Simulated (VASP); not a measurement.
Runs of VASP 6.6.1 on SnO2. The structure is that of space group P4_2/mnm (No. 136), or close to it. The cells are those of the table. 

```tsv
cell	k mesh	smearing	gap on the mesh (eV)	pressure (GPa)	largest force (eV/Å)
a = 5.813, b = 5.813, c = 5.694 Å, angles 112.4, 108.7, 108.3°, 12 atoms	6 × 6 × 6	gaussian 0.02 eV	(a)	(b)	0.11
a = 5.631 Å, angles 111.5, 108.5, 108.5°, 12 atoms	6 × 6 × 6	gaussian 0.02 eV	1.60	9.2	0.02
a = 5.699 Å, angles 112.0, 108.2, 108.2°, 12 atoms	4 × 4 × 4	gaussian 0.1 eV	1.20	1.1	0.03
a = 5.699 Å, angles 111.9, 108.3, 108.3°, 12 atoms	6 × 6 × 6	gaussian 0.02 eV	1.20	1.1	0.02
a = 5.580 Å, angles 111.2, 108.6, 108.6°, 12 atoms	6 × 6 × 6	gaussian 0.02 eV	1.92	16.3	0.02
a = 5.813, b = 5.813, c = 5.689 Å, angles 112.9, 108.3, 108.3°, 12 atoms	6 × 6 × 6	gaussian 0.02 eV	0.95	-3.4	0.03
a = 5.729 Å, angles 112.1, 108.2, 108.2°, 12 atoms	6 × 6 × 6	gaussian 0.02 eV	1.03	-2.0	0.02
```

Alike in all rows: task single point; level LDA; potentials or basis VASP PAW LDA potentials, release 64 (Sn_d, O); no spin polarisation; cutoff (eV) 520.

Problem. Fill in the values left out.

Solution. (a) 0.90; (b) -4.1.

Caveats: spin-orbit coupling is left out, which moves the levels of the heavy elements.

A k mesh can miss the band edges, and the runs leave out spin-orbit coupling on Sn.
